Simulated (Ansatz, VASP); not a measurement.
# One calculation of BAs, two programs

The input INCAR:

```
PREC     = Accurate       # precision mode
ENCUT    = 520            # plane-wave cutoff, eV
EDIFF    = 1E-8           # SCF threshold, eV
ISMEAR   = -1             # smearing method
SIGMA    = 0.05           # smearing width, eV
LREAL    = False          # projectors in reciprocal space
LASPH    = True           # aspherical terms in the spheres
NELM     = 60             # most SCF steps
ALGO     = Normal         # electronic algorithm
ISIF     = 2              # what is computed and relaxed
LWAVE    = False          # write WAVECAR
LCHARG   = False          # write CHGCAR
GGA      = CA             # functional
LEFG     = True         
NBANDS   = 11             # bands
```

File KPOINTS:

```
regular mesh
0
Gamma
  13 13 13
```

The input POSCAR:

```
BAs
1.0
    0.0000000000      2.3885000000      2.4362700000
    2.3885000000      0.0000000000      2.4362700000
    2.3885000000      2.3885000000      0.0000000000
B As
1 1
Direct
    0.0000000000      0.0000000000      0.0000000000
    0.7500000000      0.7500000000      0.7500000000
```

Input for Ansatz:

```yaml
crystal:
  lattice:
    - [0.0, 2.3885, 2.43627]
    - [2.3885, 0.0, 2.43627]
    - [2.3885, 2.3885, 0.0]
  atoms:
    - { symbol: B, position: [0.0, 0.0, 0.0] }
    - { symbol: As, position: [0.75, 0.75, 0.75] }
kpoints:
  mp_grid: { grid: [13, 13, 13] }
scf:
  occupations: { method: fermi_dirac, width: 0.05 }
hamiltonian:
  xc: lda
  pseudopotentials: { kind: all_electron, datasets: crystal }
output:
  forces: true
  stress: true
  eigenvalues: true
  efg: { contact_densities: true }
```

Change from the starting cell: zz strain of +2 %, crystal datasets.

Alike in both runs: task electric field gradients; functional LDA; k mesh 13 × 13 × 13; occupations fermi-dirac, width 0.05 eV; no spin polarisation.

```csv
,VASP,Ansatz
version,VASP 6.6.1,Ansatz 0.2.0
potentials or method,"VASP PAW LDA potentials, release 64 (B, As), cutoff 520 eV","all-electron PAW with datasets made for the crystal, scalar-relativistic"
```

```tsv
	VASP	Ansatz	Ansatz less VASP
pressure (GPa)	-5.6	-6.4	-0.76
traceless stress, the component that is largest in VASP (GPa)	-2.77	-2.78	-0.013
size of Vzz on the site where it differs most (V/Å²)	2.8	2.6	-0.20
```

LDA's correlation is that of Perdew and Zunger in VASP and of Perdew and Wang (1992) in Ansatz. Ansatz ran all-electron here, and VASP with PAW potentials.
